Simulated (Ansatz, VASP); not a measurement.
Two plane-wave programs on HfN

Contents of POSCAR:

```
HfN
1.0
    2.8250300000      0.0000000000      0.0000000000
    0.0000000000      2.8250300000      0.0000000000
    0.0000000000      0.0000000000      2.8250300000
Hf N
1 1
Direct
    0.5000000000      0.5000000000      0.5000000000
    0.0000000000      0.0000000000      0.0000000000
```

The input INCAR.step1:

```
PREC = Accurate
ENCUT = 600
EDIFF = 1E-5
ISMEAR = -1
SIGMA = 0.05
LREAL = F
LASPH = T
NELM = 100
ALGO = Normal
LWAVE = T
LCHARG = F
GGA = PE
NBANDS = 14
```

INCAR.step2

```
PREC = Accurate
ENCUT = 600
EDIFF = 1E-6
ISMEAR = -1
SIGMA = 0.05
LREAL = F
LASPH = T
NELM = 100
ALGO = Normal
ISIF = 3
LWAVE = F
LCHARG = F
GGA = PE
LHFCALC = T
HFSCREEN = 0.2079
PRECFOCK = Normal
IBRION = 2
NSW = 60
EDIFFG = -0.01
ISTART = 1
```

KPOINTS

```
regular mesh
0
Gamma
  5 5 5
```

Contents of input:

```
crystal:
  lattice:
    - [2.82503, 0.0, 0.0]
    - [0.0, 2.82503, 0.0]
    - [0.0, 0.0, 2.82503]
  atoms:
    - { symbol: Hf, position: [0.5, 0.5, 0.5] }
    - { symbol: "N", position: [0.0, 0.0, 0.0] }
hamiltonian:
  xc: hse06
  pseudopotentials: { kind: paw }
kpoints:
  mp_grid: { grid: [5, 5, 5] }
scf:
  occupations: { method: fermi_dirac, width: 0.05 }
output:
  forces: true
  stress: true
  eigenvalues: true
relax:
  f_tol: 0.01
  max_steps: 40
  cell: { stress_tol: 0.05 }
```

Alike in both runs: task relaxation of cell and atoms; functional HSE06; k mesh 5 × 5 × 5; occupations fermi-dirac, width 0.05 eV; no spin polarisation.

```csv
,VASP,Ansatz
version,VASP 6.6.1,Ansatz 0.2.0
potentials or method,"VASP PAW PBE potentials, release 64 (Hf_pv, N)",Ansatz PAW
plane-wave cutoff (eV),600,420
valence electrons in the cell,15,31
```

VASP gave:

```
gap on the k mesh at the Fermi level, each at its own relaxed structure (eV) : none
relaxed volume (Å³/atom)                                                     : 10.77
relaxed length of the cell vector where the two differ most in proportion (Å)              : 2.782
```

What did Ansatz give for the same quantities?

gap on the k mesh at the Fermi level, each at its own relaxed structure (eV): none; relaxed volume (Å³/atom): 10.97; relaxed length of the cell vector where the two differ most in proportion (Å): 2.799.

A gap of «none» marks a metal or a gap that the smearing closes. VASP's potentials hold 15 valence electrons a cell and Ansatz's 31, so a difference there can come from the potentials and not from the codes.

The k mesh is coarse, so the values compare programs but aren't converged. Spin-orbit coupling is off throughout. Noted on Ansatz's run: the plane-wave basis is chosen anew once the cell has moved, so the energies of steps on either side of that aren't comparable.
